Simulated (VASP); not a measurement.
In, 2 atoms in the cell. It takes space group P6_3/mmc (No. 194, hexagonal). The conventional cell has a = 3.512 Å, b = 3.512 Å, c = 5.644 Å, α = 90.00°, β = 90.00°, γ = 120.00°. Within 4.6 Å of In (site symmetry -6m2) lie 12 In at 3.47 to 3.51 Å. This isn't the form of In at room conditions, which is tetragonal.

- Program: VASP 6.6.1
- Task: single point
- Functional: BLYP
- Potentials or basis: VASP PAW PBE potentials, release 64 (In_d)
- Cutoff: 520 eV
- k mesh: 12 × 12 × 6
- Occupations: fermi-dirac, width 0.1 eV
- Spin: no spin polarisation
- Dipole correction: no
- Further INCAR settings: ALGO = Normal; EDIFF = 1e-07; NBANDS = 20

Potentials or basis: VASP PAW PBE potentials, release 64 (In_d).

Command:

```bash
$ cat potpaw_PBE.64/In_d/POTCAR > POTCAR
$ mpirun -np 1 vasp_std > vasp.out
```

Hardware: 1 thread of AMD EPYC 9R45 96-Core Processor (Zen 5), with other jobs on the host.

How long does it take, and how much memory?

Run time: 47 s on 1 thread of AMD EPYC 9R45 96-Core Processor (Zen 5), with other jobs on the host, peak memory 0.19 GiB. Counts: scf iterations 13, k points 76.
